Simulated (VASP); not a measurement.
Crystal: LiAgAs.

```
Li Ag As
1.0
     3.79749    0.00000    0.00000
     0.00000    3.79749    0.00000
     0.00000    0.00000    6.68311
Li Ag As
2 2 2
Direct
  0.50000 0.00000 0.20550
  0.00000 0.50000 0.79450
  0.50000 0.00000 0.64850
  0.00000 0.50000 0.35150
  0.00000 0.00000 0.00000
  0.50000 0.50000 0.00000
```

| Item | Value |
| --- | --- |
| Program | VASP 6.6.1 |
| Task | relaxation of cell and atoms |
| Functional | PBE |
| Potentials or basis | VASP PAW PBE potentials, release 64 (Li_sv, Ag, As) |
| Cutoff | 600 eV |
| k mesh | 4 × 4 × 4 |
| Occupations | gaussian, width 0.1 eV |
| Spin | no spin polarisation |

At the start: pressure 10.8 GPa; volume 16.06 Å³/atom.

Problem. How do energy, volume and symmetry change on relaxing?

Solution. Over 30 steps the energy falls by 216.5 meV/atom and the volume is 18.32 Å³/atom (+14.1 %); space group P4/nmm (No. 129, to 0.1 Å) before and after.

The path:
```
step  energy change (eV)  largest force (eV/Å)  pressure (GPa)  volume (Å³)
   1              0.0000                2.2341           10.78        96.38
   2             -0.8310                0.9609           -0.84       112.25
   3             -0.8428                0.8305           -1.88       114.58
   4             -0.9555                0.6916           -1.49       112.16
   5             -1.1364                0.1440            0.42       105.08
   6             -1.1386                0.0775            0.80       104.08
   7             -1.1387                0.0863            0.72       104.28
   8             -1.1443                0.0400           -0.19       105.89
   9             -1.1443                0.0426           -0.14       105.80
  10             -1.1465                0.0636           -0.15       105.73
  11             -1.1536                0.1350           -0.20       105.49
  12             -1.1767                0.2735           -0.24       104.94
  13             -1.1856                0.3902            1.17       103.58
  14             -1.1993                0.3453            0.17       104.36
  15             -1.2003                0.3592            0.46       104.10
  16             -1.2006                0.3544            0.35       104.19
  17             -1.2011                0.3544            0.38       104.19
  18             -1.2023                0.3542            0.44       104.18
  19             -1.2034                0.3543            0.58       104.16
  20             -1.2056                0.3484            0.55       104.24
  21             -1.2119                0.3307            0.46       104.46
  22             -1.2236                0.2959            0.31       104.90
  23             -1.2430                0.2258            0.04       105.79
  24             -1.2662                0.2582           -0.33       107.59
  25             -1.2359                0.5011           -0.64       111.23
  26             -1.2693                0.3080           -0.43       108.40
  27             -1.2796                0.2706           -0.08       108.18
  28             -1.2886                0.1919            0.69       107.73
  29             -1.2979                0.0859            0.12       109.18
  30             -1.2991                0.0340           -0.15       109.93
```

Final structure:
```
Li Ag As
1.0
     3.76569    0.00000    0.00000
     0.00000    3.76569    0.00000
     0.00000    0.00000    7.75195
Li Ag As
2 2 2
Direct
  0.50000 0.00000 0.24496
  0.00000 0.50000 0.75504
  0.50000 0.00000 0.57650
  0.00000 0.50000 0.42350
  0.00000 0.00000 0.00000
  0.50000 0.50000 0.00000
```

Caveat: the k points lie up to 0.42 Å⁻¹ apart in the final cell, too coarse for converged energies and pressures of a metal; the cutoff is under 1.25 times the usual one of these potentials, so pressure, stress and relaxed cells hold a basis-set (Pulay) error; a cell axis changed by over 15 % at a fixed basis, so the end point is rough.
